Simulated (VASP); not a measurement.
Wanted: the native input for a VASP 6.6.1 run.

```yaml
Task: single point
Functional: PBE
Potentials_or_basis: VASP PAW PBE potentials, release 64 (Si, Al)
Cutoff: 520 eV
k_mesh: 2 × 2 × 2
Occupations: fermi-dirac, width 0.15 eV
Spin: no spin polarisation
Dipole_correction: no
Further_INCAR_settings: LREAL = Auto; ALGO = Normal; EDIFF = 1e-06; NBANDS = 68
```

The structure of Al30Si (a cell with a defect) lies in POSCAR:

```
Al30Si
1.0
    8.1000000000      0.0000000000      0.0000000000
    0.0000000000      8.1000000000      0.0000000000
    0.0000000000      0.0000000000      8.1000000000
Si Al
1 30
Direct
    0.4324533333      0.0001571605     -0.0500261728
    0.7469072840      0.2474675309      0.0022986420
    0.7488275309      0.0000046914      0.2464185185
    0.0035920988      0.0000607407     -0.0042197531
    0.2454966667      0.2613918519      0.0008203704
    0.5015745679      0.5000791358      0.0002755556
    0.7469401235      0.7525134568      0.0023075309
    0.2574503704     -0.0000141975      0.2427575309
    0.5034674074      0.2494549383      0.2453462963
    0.7508756790      0.4999992593      0.2506195062
    0.4998993827      0.0001124691      0.4979039506
    0.7494655556      0.2517804938      0.5005367901
    0.7445491358      0.0000970370      0.7568334568
   -0.0075416049      0.4999713580      0.0023353086
    0.2454659259      0.7385356790      0.0010595062
    0.0006074074      0.2497520988      0.2490833333
    0.2505180247      0.4999256790      0.2530335802
    0.5035177778      0.7505601235      0.2453167901
    0.0006786420      0.0000430864      0.5005253086
    0.2502808642      0.2487174074      0.4986397531
    0.5025853086      0.5000693827      0.4966614815
    0.7494723457      0.7483287654      0.5006190123
    0.4987769136      0.2525706173      0.7490485185
    0.7498945679      0.5000746914      0.7497087654
    0.0005329630      0.7502018519      0.2492583951
    0.0003846914      0.5000700000      0.4986930864
    0.2503081481      0.7513513580      0.4986907407
   -0.0005361728      0.2513248148      0.7489095062
    0.2511030864      0.5001093827      0.7491190123
    0.4986176543      0.7476953086      0.7492662963
   -0.0003864198      0.7488365432      0.7488986420
```

The input as run:

INCAR

```
PREC     = Accurate       # precision mode
ENCUT    = 520            # plane-wave cutoff, eV
EDIFF    = 1E-6           # SCF threshold, eV
ISMEAR   = -1             # smearing method
SIGMA    = 0.15           # smearing width, eV
LREAL    = Auto         
LASPH    = True           # aspherical terms in the spheres
NELM     = 60             # most SCF steps
ALGO     = Normal         # electronic algorithm
ISIF     = 2              # what is computed and relaxed
LWAVE    = False          # write WAVECAR
LCHARG   = False          # write CHGCAR
GGA      = PE             # functional
NBANDS   = 68             # bands
```

KPOINTS

```
regular mesh
0
Gamma
  2 2 2
```

Potentials or basis: VASP PAW PBE potentials, release 64 (Si, Al).

Launch:

```bash
$ cat potpaw_PBE.64/Si/POTCAR potpaw_PBE.64/Al/POTCAR > POTCAR
$ mpirun -np 1 vasp_std > vasp.out
```

Results of the run:

```json
{"Pressure": "-1.0 GPa", "Largest force": "0.539 eV/Å", "Band gap on the k mesh": "zero (bands 47 and 48 overlap by 0.89 eV)"}
```

Caveat: the k points lie up to 0.39 Å⁻¹ apart, too coarse for converged energies and pressures of a metal.

Wall time 9.6 min on 1 thread of Intel Xeon 8259CL, with other jobs on the host, peak memory 0.56 GiB.
